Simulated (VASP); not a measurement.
# Rh (P6_3/mmc) in VASP: settings compared, part 2 of 2

VASP 6.6.1.

### Step 3. Single point, BLYP

Contents of INCAR:

```
AGGAC = 1.0
AGGAX = 1.0
ALDAC = 0.0
ALDAX = 1.0
ALGO = Normal
EDIFF = 1E-6
ENCUT = 520
GGA = B5
ISIF = 2
ISMEAR = -1
LASPH = T
LCHARG = T
LELF = T
LREAL = F
LVHAR = T
LWAVE = F
NBANDS = 38
NELM = 60
PREC = Accurate
SIGMA = 0.1
```

Contents of KPOINTS:

```
k-points
0
Gamma
  11 11 3
```

Contents of POSCAR:

```
Rh
1.0
    2.6917400000      0.0000000000      0.0000000000
   -1.3458700000      2.3311200000      0.0000000000
    0.0000000000      0.0000000000      8.7980700000
Rh
4
Direct
    0.0000000000      0.0000000000      0.0000000000
    0.3333333333      0.6666666667      0.2500000000
    0.0000000000      0.0000000000      0.5000000000
    0.6666666667      0.3333333333      0.7500000000
```

Potentials or basis: VASP PAW PBE potentials, release 64 (Rh_pv).

Launch:

```
cat potpaw_PBE.64/Rh_pv/POTCAR > POTCAR
mpirun -np 1 vasp_std > vasp.out
```

OUTCAR:

```text
EDIFF = 1E-6
   ENCUT = 520
   GGA = B5
   ISIF = 2
   ISMEAR = -1
   LASPH = T
   LREAL = F
   NELM = 60
   PREC = Accurate

 ion  position               nearest neighbor table
   1  0.000  0.000  0.000-   2 2.69   4 2.69   4 2.69   2 2.69   4 2.69   2 2.69
   2  0.333  0.667  0.250-   1 2.69   3 2.69   1 2.69   3 2.69   1 2.69   3 2.69
   3  0.000  0.000  0.500-   2 2.69   4 2.69   4 2.69   2 2.69   4 2.69   2 2.69
   4  0.667  0.333  0.750-   1 2.69   3 2.69   1 2.69   3 2.69   1 2.69   3 2.69

  LATTYP: Found a hexagonal cell.
 ALAT       =     2.6917400000
 C/A-ratio  =     3.2685437672

  Lattice vectors:

 A1 = (   2.6917400000,   0.0000000000,   0.0000000000)
 A2 = (  -1.3458700000,   2.3311200000,   0.0000000000)
 A3 = (   0.0000000000,   0.0000000000,   8.7980700000)

Analysis of symmetry for initial positions (statically):
=====================================================================
 Subroutine PRICEL returns:
 Original cell was already a primitive cell.

 Routine SETGRP: Setting up the symmetry group for a
 hexagonal supercell.

 Subroutine GETGRP returns: Found 24 space group operations
 (whereof 12 operations were pure point group operations)
 out of a pool of 24 trial point group operations.

The static configuration has the point symmetry D_3d.
 The point group associated with its full space group is D_6h.

Analysis of symmetry for dynamics (positions and initial velocities):
=====================================================================
 Subroutine PRICEL returns:
 Original cell was already a primitive cell.

 Routine SETGRP: Setting up the symmetry group for a
 hexagonal supercell.

 Subroutine GETGRP returns: Found 24 space group operations
 (whereof 12 operations were pure point group operations)
 out of a pool of 24 trial point group operations.
[... 121 lines left out ...]
   ISMEAR =    -1;   SIGMA  =   0.10  broadening in eV -4-tet -1-fermi 0-gaus
   EFERMI_NEDOS =   21; number of points for ismear=-14 and -15
   IALGO  =     38    algorithm
   IMIX   =      4    mixing-type and parameters
     AMIX     =   0.40;   BMIX     =  1.00
     AMIX_MAG =   1.60;   BMIX_MAG =  1.00
  volume/ion in A,a.u.               =      13.80        93.14
  Fermi-wavevector in a.u.,A,eV,Ry     =   1.683179  3.180746 38.546532  2.833090
  Thomas-Fermi vector in A             =   2.766426
   LORBIT       =      0    0 simple, 1 ext, 2 COOP (PROOUT), +10 PAW based schemes
   GGA     = B5    functional components
   LHFCALC =     F    Hartree Fock is set to
   AEXX    =    0.0000 exact exchange contribution
   IVDW    =     0    specifies the selected vdW correction
   LEPSILON=     F    determine dielectric tensor
   LRPA    =     F    only Hartree local field effects (RPA)
 non-spin polarized calculation
  energy-cutoff  :      520.00
  volume of cell :       55.21
 maximum number of plane-waves:      1513
 NGX is ok and might be reduce to    20
   NGX =  9   NGY =  9   NGZ = 33

 number of electron      60.0000001 magnetization

 Free energy of the ion-electron system (eV)
  ---------------------------------------------------
  ext. energy  EPLUGINS =         0.00000000
  ---------------------------------------------------
  free energy    TOTEN  =       -24.41989264 eV

  energy without entropy =      -24.22120193  energy(sigma->0) =      -24.32054728

 E-fermi :  12.3837     XC(G=0): -13.3560

 val. band max:       12.3790947852   @ k =   0.1818   0.0909   0.3333
 cond. band min:      12.3866154804   @ k =   0.0000   0.0000   0.3333
 fundamental gap:      0.0075206952
 Fermi energy:        12.3836686410

 k-point     1 :       0.0000    0.0000    0.0000
  band No.  band energies     occupation
      1     -34.5536      2.00000
      2     -34.1960      2.00000
      3     -34.1938      2.00000
      4     -33.9194      2.00000
      5     -33.9194      2.00000
      6     -33.8765      2.00000
[... 973 lines left out ...]
     37      22.7950      0.00000
     38      25.7010      0.00000

 [... further k-points ...]

------------------------ aborting loop because EDIFF is reached ----------------------------------------

  FORCE on cell =-STRESS in cart. coord.  units (eV):
  Direction    XX          YY          ZZ          XY          YZ          ZX
  --------------------------------------------------------------------------------------
  -------------------------------------------------------------------------------------
  Total        7.0420745      7.0421034      6.6099671      0.0000000      0.0000000      0.0000000
  in kB      204.3741884    204.3750264    191.8336224      0.0000000      0.0000000      0.0000000
  external PRESSURE =     200.1942790 kB  Pullay stress =       0.0000000 kB

 VOLUME and BASIS-vectors are now :
 -----------------------------------------------------------------------------
  energy-cutoff  :      520.00
  volume of cell :       55.21
      direct lattice vectors                 reciprocal lattice vectors
     2.691740000  0.000000000  0.000000000     0.371506906  0.214489173  0.000000000
    -1.345870000  2.331120000  0.000000000     0.000000000  0.428978345  0.000000000
     0.000000000  0.000000000  8.798070000     0.000000000  0.000000000  0.113661292

 POSITION                                       TOTAL-FORCE (eV/Angst)
 -----------------------------------------------------------------------------------
      0.00000      0.00000      0.00000        -0.000000      0.000000      0.000000
     -0.00000      1.55408      2.19952         0.000000      0.000000      0.000000
      0.00000      0.00000      4.39903        -0.000000      0.000000      0.000000
      1.34587      0.77704      6.59855        -0.000000     -0.000000     -0.000000
 -----------------------------------------------------------------------------------
    total drift:                                0.000000     -0.000000      0.000000

  FREE ENERGIE OF THE ION-ELECTRON SYSTEM (eV)
  ---------------------------------------------------
  free  energy   TOTEN  =       -24.4198926373 eV

  energy  without entropy=      -24.2212019286  energy(sigma->0) =      -24.32054728
```

OSZICAR:

```text
N       E                     dE             d eps       ncg     rms          rms(c)
DAV:   1     0.780438671160E+03    0.78044E+03   -0.36452E+04  2448   0.183E+03
DAV:   2    -0.129569045444E+01   -0.78173E+03   -0.76045E+03  2552   0.575E+02
DAV:   3    -0.258673999329E+02   -0.24572E+02   -0.24009E+02  2672   0.112E+02
DAV:   4    -0.261024893507E+02   -0.23509E+00   -0.23493E+00  2710   0.110E+01
DAV:   5    -0.261066838859E+02   -0.41945E-02   -0.41945E-02  2722   0.150E+00    0.195E+01
DAV:   6    -0.244847332832E+02    0.16220E+01   -0.49908E+00  2654   0.169E+01    0.700E+00
DAV:   7    -0.244331024465E+02    0.51631E-01   -0.14951E-01  2684   0.281E+00    0.291E+00
DAV:   8    -0.245349317507E+02   -0.10183E+00   -0.65690E-01  2606   0.805E+00    0.330E+00
DAV:   9    -0.244197956158E+02    0.11514E+00   -0.40576E-01  2588   0.512E+00    0.419E-01
DAV:  10    -0.244199032164E+02   -0.10760E-03   -0.57925E-03  2636   0.535E-01    0.463E-02
DAV:  11    -0.244198880514E+02    0.15165E-04   -0.95836E-05  2792   0.100E-01    0.213E-02
DAV:  12    -0.244198929302E+02   -0.48788E-05   -0.14612E-05  2624   0.325E-02    0.767E-03
DAV:  13    -0.244198926373E+02    0.29296E-06   -0.29008E-07  1480   0.489E-03
   1 F= -.24419893E+02 E0= -.24320547E+02  d E =-.198691E+00
```

Run time: 35 s. Hardware: 1 thread of Intel Xeon 6975P-C (Granite Rapids), shared host; peak memory 0.19 GiB.

What came out:

| Property | Result |
| --- | --- |
| Free energy | -24.4199 eV |
| Pressure | 20.0 GPa |
| Band gap on the k mesh | zero (band 30 reaches 13.01 eV, above the bottom of band 31 at 11.35 eV) |

Stress tensor (GPa, compression positive):
```
20.44  0.00  0.00
 0.00 20.44  0.00
 0.00  0.00 19.18
```

Levels at points of the mesh, in eV from the Fermi level:
```
           k point  band 26  band 27  band 28  band 29  band 30  band 31  band 32  band 33
(0.00, 0.00, 0.00)    -2.62    -2.62    -1.45    -1.45    -0.86    -0.86    -0.36    -0.36
```

Caveat: the PAW data sets were made with another functional, which shifts forces and pressure a little.

### Step 4. Single point, LDA

Contents of INCAR:

```
SYSTEM = Rh
ALGO = Normal ; EDIFF = 1E-6
ENCUT = 520 ; GGA = CA
ISIF = 2 ; ISMEAR = -1
LASPH = .TRUE. ; LCHARG = .TRUE.
LELF = .TRUE. ; LREAL = .FALSE.
LVHAR = .TRUE. ; LWAVE = .FALSE.
NBANDS = 38 ; NELM = 80
PREC = Accurate ; SIGMA = 0.1
```

Contents of KPOINTS:

```
k-points
0
G
  11 11 3
  0 0 0
```

POSCAR is that of step 3.

Potentials or basis: VASP PAW LDA potentials, release 64 (Rh_pv).

Launch:

```
cat potpaw_LDA.64/Rh_pv/POTCAR > POTCAR
mpirun -np 1 vasp_std > vasp.out
```

It took 24 s on 1 thread of Intel Xeon 6975P-C (Granite Rapids), shared host; peak memory 0.17 GiB.

It converged, with:

```yaml
Free_energy: -34.6716 eV
Pressure: -10.5 GPa
Band_gap_on_the_k_mesh: zero (band 30 reaches 12.28 eV, above the bottom of band 31 at 10.65 eV)
```

Stress tensor (GPa, compression positive):
```
-10.03   0.00   0.00
  0.00 -10.03   0.00
  0.00   0.00 -11.42
```

Levels at points of the mesh, in eV from the Fermi level:
| k point | band 26 | band 27 | band 28 | band 29 | band 30 | band 31 | band 32 | band 33 | band 34 | band 35 |
| --- | --- | --- | --- | --- | --- | --- | --- | --- | --- | --- |
| (0.00, 0.00, 0.00) | -2.64 | -2.64 | -1.44 | -1.44 | -0.84 | -0.84 | -0.35 | -0.35 | 0.43 | 0.43 |

### Step 5. Overview

```csv
level,potentials or basis,gap on the mesh (eV),pressure (GPa)
PBEsol,"VASP PAW PBE potentials, release 64 (Rh_pv)",none,-5.3
BLYP,"VASP PAW PBE potentials, release 64 (Rh_pv)",none,20.0
LDA,"VASP PAW LDA potentials, release 64 (Rh_pv)",none,-10.5
```

Alike in all rows: task single point; no spin polarisation; cell as given; k mesh 11 × 11 × 3; cutoff (eV) 520; smearing fermi-dirac 0.1 eV.

Caveats: the PAW data sets were made with another functional, which shifts forces and pressure a little (some runs).

Absolute energies hang on the potentials; compare differences alone.
